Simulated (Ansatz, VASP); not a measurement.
Ba7O in VASP and in Ansatz

```xyz
8
Lattice="0.0000 5.9387 5.9387 5.9387 0.0000 5.9387 5.9387 5.9387 0.0000" Properties=species:S:1:pos:R:3 pbc="T T T"
Ba    2.9693    5.9387    2.9693
Ba    2.9693    2.9693    5.9387
Ba    5.9387    2.9693    2.9693
Ba    5.9387    5.9387    5.9387
Ba    2.9693    0.0000    2.9693
Ba    2.9693    2.9693    0.0000
Ba    0.0000    2.9693    2.9693
O     0.0000    0.0000    0.0000
```

Alike in both runs: functional PBE; k mesh 6 × 6 × 6; occupations gaussian, width 0.1 eV; no spin polarisation.

Ansatz relaxed the structure, and its values are those at the end. VASP's run is a single point on that final structure, the one shown.

|  | VASP | Ansatz |
| --- | --- | --- |
| version | VASP 6.6.1 | Ansatz 0.2.0 |
| potentials or method | VASP PAW PBE potentials, release 64 (Ba_sv, O), cutoff 520 eV | scalar-relativistic, plane waves, PAW |
| valence electrons in the cell | 76 | 76 |

Ansatz gave:

- gap on the k mesh at the Fermi level (eV): none
- pressure (GPa): 0.0

Q: Which values does VASP return?

A: gap on the k mesh at the Fermi level (eV): none; pressure (GPa): 0.1.

A gap of «none» marks a metal or a gap that the smearing closes. With one functional, cell and mesh, what is left measures potentials, basis and numerics.

Spin-orbit coupling is off throughout.
